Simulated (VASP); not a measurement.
Wanted: the native input for a VASP 6.6.1 run.

```
Task                   : relaxation of shape and atoms at fixed volume
Functional             : PBE
Potentials or basis    : VASP PAW PBE potentials, release 64 (Al, Si, N)
Cutoff                 : 600 eV
k mesh                 : 12 × 12 × 4
Occupations            : gaussian, width 0.1 eV
Spin                   : no spin polarisation
Dipole correction      : no
Further INCAR settings : ALGO = Normal; EDIFF = 1e-06; IBRION = 2; EDIFFG = -0.01; NSW = 50; ISIF = 4
```

The structure of Al3Si2N3 lies in POSCAR:

```
Al3Si2N3
1.0
    3.1636766316      0.0000000000      0.0000000000
   -1.5818383158      2.7398243323      0.0000000000
    0.0000000000      0.0000000000     10.9413613080
Al Si N
3 2 3
Direct
    0.3333333333      0.6666666667      0.5136344249
    0.3333333333      0.6666666667      0.9611934890
    0.6666666667      0.3333333333      0.7373389757
    0.3333333333      0.6666666667      0.1839872947
    0.6666666667      0.3333333333      0.2982548764
    0.6666666667      0.3333333333      0.4636087363
    0.6666666667      0.3333333333      0.9079483450
    0.3333333333      0.6666666667      0.6840338581
```

This cell differs from its parent crystal: volume scaled by 0.94.

One way to write it, as run:

INCAR

```
PREC     = Accurate       # precision mode
ENCUT    = 600            # plane-wave cutoff, eV
EDIFF    = 1E-6           # SCF threshold, eV
ISMEAR   = 0              # smearing method
SIGMA    = 0.1            # smearing width, eV
LREAL    = F              # projectors in reciprocal space
LASPH    = T              # aspherical terms in the spheres
NELM     = 80             # most SCF steps
ALGO     = Normal         # electronic algorithm
ISIF     = 4              # what is computed and relaxed
LWAVE    = F              # write WAVECAR
LCHARG   = F              # write CHGCAR
GGA      = PE             # functional
IBRION   = 2              # ionic algorithm
NSW      = 50             # ionic steps
EDIFFG   = -0.01          # ionic threshold
```

KPOINTS

```
regular mesh
0
Gamma
  12 12 4
```

Potentials or basis: VASP PAW PBE potentials, release 64 (Al, Si, N).

Launch:

```bash
$ cat potpaw_PBE.64/Al/POTCAR potpaw_PBE.64/Si/POTCAR potpaw_PBE.64/N/POTCAR > POTCAR
$ mpirun -np 1 vasp_std > vasp.out
```

It gave:

The energy gained by relaxing is 1.3 meV/atom and the ionic steps are 10. The pressure after relaxing is 9.0 GPa, the largest force after relaxing is 0.008 eV/Å and the band gap on the k mesh is zero (band 16 reaches 11.57 eV, above the bottom of band 17 at 9.02 eV).

Wall time 14 min on 1 thread of Intel(R) Xeon(R) Platinum 8259CL CPU @ 2.50GHz (Skylake/Cascade Lake), with other jobs on the host, peak memory 0.35 GiB.
